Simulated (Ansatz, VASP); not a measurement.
## CsPbBr3: VASP beside Ansatz

```xyz
5
Lattice="5.9089 0.0000 0.0000 0.0000 5.9089 0.0000 0.0000 0.0000 5.9089" Properties=species:S:1:pos:R:3 pbc="T T T"
Pb    2.9544    2.9544    2.9544
Cs    0.0000    0.0000    0.0000
Br    2.9544    2.9544    0.0000
Br    2.9544    0.0000    2.9544
Br    0.0000    2.9544    2.9544
```

Alike in both runs: task single point; functional LDA; k mesh 5 × 5 × 5; occupations fermi-dirac, width 0.05 eV; no spin polarisation.

|  | VASP | Ansatz |
| --- | --- | --- |
| version | VASP 6.6.1 | Ansatz 0.2.0 |
| potentials or method | VASP PAW LDA potentials, release 64 (Pb_d, Cs_sv, Br) | Ansatz PAW |
| plane-wave cutoff (eV) | 520 | 420 |
| valence electrons in the cell | 44 | 44 |

|  | VASP | Ansatz | Ansatz less VASP |
| --- | --- | --- | --- |
| gap on the k mesh at the Fermi level (eV) | 2.55 | 2.57 | +0.020 |
| least direct gap on the mesh (eV) | 2.55 | 2.57 | +0.020 |
| pressure (GPa) | -1.5 | -1.6 | -0.04 |

LDA's correlation is that of Perdew and Zunger in VASP and of Perdew and Wang (1992) in Ansatz.

Spin-orbit coupling is off throughout. Noted on Ansatz's run: odd divisions of the mesh miss points on the zone boundary, where band edges often lie, so the gap on the mesh can be too wide.
